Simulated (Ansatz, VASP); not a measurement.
# One calculation of Hg, two programs

File INCAR:

```
SYSTEM = Hg
  PREC = Accurate
  ENCUT = 520
  EDIFF = 1E-7
  ISMEAR = 0
  SIGMA = 0.05
  LREAL = .False.
  LASPH = .True.
  NELM = 60
  ALGO = Fast
  ISIF = 2
  LWAVE = .False.
  LCHARG = .False.
  GGA = PS
  NBANDS = 32
```

Contents of KPOINTS:

```
regular mesh
0
Gamma
  12 12 4
  0 0 0
```

Contents of POSCAR:

```
Hg
1.0
    3.5850913153      0.0000000000      0.0000000000
   -1.7925456577      3.1047801540      0.0000000000
    0.0000000000      0.0000000000     10.8586737906
Hg
4
Direct
    0.0000000000      0.0000000000      0.0000000000
    0.3333333300      0.6666666700      0.2308239305
    0.0000000000      0.0000000000      0.5000000000
    0.6666666700      0.3333333300      0.7691760695
```

Input for Ansatz:

```yaml
crystal:
  lattice:
    - [3.5850913153, 0.0, 0.0]
    - [-1.7925456577, 3.104780154, 0.0]
    - [0.0, 0.0, 10.8586737906]
  atoms:
    - { symbol: Hg, position: [0.0, 0.0, 0.0] }
    - { symbol: Hg, position: [0.33333333, 0.66666667, 0.2308239305] }
    - { symbol: Hg, position: [0.0, 0.0, 0.5] }
    - { symbol: Hg, position: [0.66666667, 0.33333333, 0.7691760695] }
basis:
  ecutwfc: 420
kpoints:
  mp_grid: { grid: [12, 12, 4] }
hamiltonian:
  xc: pbesol
scf:
  occupations: { method: gaussian, width: 0.05 }
output:
  forces: true
  stress: true
  eigenvalues: true
```

Alike in both runs: task single point; functional PBEsol; k mesh 12 × 12 × 4; occupations gaussian, width 0.05 eV; no spin polarisation.

|  | VASP | Ansatz |
| --- | --- | --- |
| version | VASP 6.6.1 | Ansatz 0.2.0 |
| potentials or method | VASP PAW PBE potentials, release 64 (Hg), cutoff 520 eV | scalar-relativistic, plane waves, PAW |
| valence electrons in the cell | 48 | 80 |

VASP gave:

- gap on the k mesh at the Fermi level (eV): none
- pressure (GPa): -2.4
- traceless stress, the component that is largest in VASP (GPa): 0.12
- rms of the force components (eV/Å): 0.059

Question: Estimate Ansatz's values.

Answer: gap on the k mesh at the Fermi level (eV): none; pressure (GPa): -2.5; traceless stress, the component that is largest in VASP (GPa): 0.10; rms of the force components (eV/Å): 0.054.

VASP's potentials were made for PBE, not for PBEsol. Atom by atom the forces differ by 0.005 eV/Å (rms over components). A gap of «none» marks a metal or a gap that the smearing closes. VASP's potentials hold 48 valence electrons a cell and Ansatz's 80, so a difference there can come from the potentials and not from the codes.

Neither program's run includes spin-orbit coupling.
